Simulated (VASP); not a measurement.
Here is a VASP 6.6.1 calculation.

File INCAR:

```
SYSTEM = SiGe2
  PREC = Accurate
  ENCUT = 520
  EDIFF = 1E-6
  ISMEAR = 0
  SIGMA = 0.1
  LREAL = .FALSE.
  LASPH = .TRUE.
  NELM = 60
  ALGO = Normal
  ISIF = 2
  LWAVE = .FALSE.
  LCHARG = .FALSE.
  GGA = PE
  NBANDS = 41
```

The input KPOINTS:

```
regular mesh
0
G
  4 4 4
  0 0 0
```

File POSCAR:

```
SiGe2
1.0
   -3.2170156619      3.2170156619      2.6426456624
    3.2170156619     -3.2170156619      2.6426456624
    3.2170156619      3.2170156619     -2.6426456624
Si Ge
2 4
Direct
    0.2500000000      0.2500000000      0.0000000000
    0.7500000000      0.7500000000      0.0000000000
    0.6469738274      0.8530261726      0.5000000000
    0.8530261726      0.3530261726      0.2060523452
    0.3530261726      0.1469738274      0.5000000000
    0.1469738274      0.6469738274      0.7939476548
```

Potentials or basis: VASP PAW PBE potentials, release 64 (Si, Ge_d).

The run is started by

```bash
$ cat potpaw_PBE.64/Si/POTCAR potpaw_PBE.64/Ge_d/POTCAR > POTCAR
$ mpirun -np 1 vasp_std > vasp.out
```

Problem. What does it give for the largest force?

Solution. 0.010 eV/Å.

Problem. Predict the pressure.

Solution. 0.2 GPa.

Forces on the atoms (eV/Å):
```
Si   0.000  0.000  0.000
Si   0.000  0.000  0.000
Ge  -0.007  0.007  0.000
Ge  -0.007 -0.007  0.000
Ge   0.007 -0.007  0.000
Ge   0.007  0.007  0.000
```

Caveat: the k points lie up to 0.38 Å⁻¹ apart.
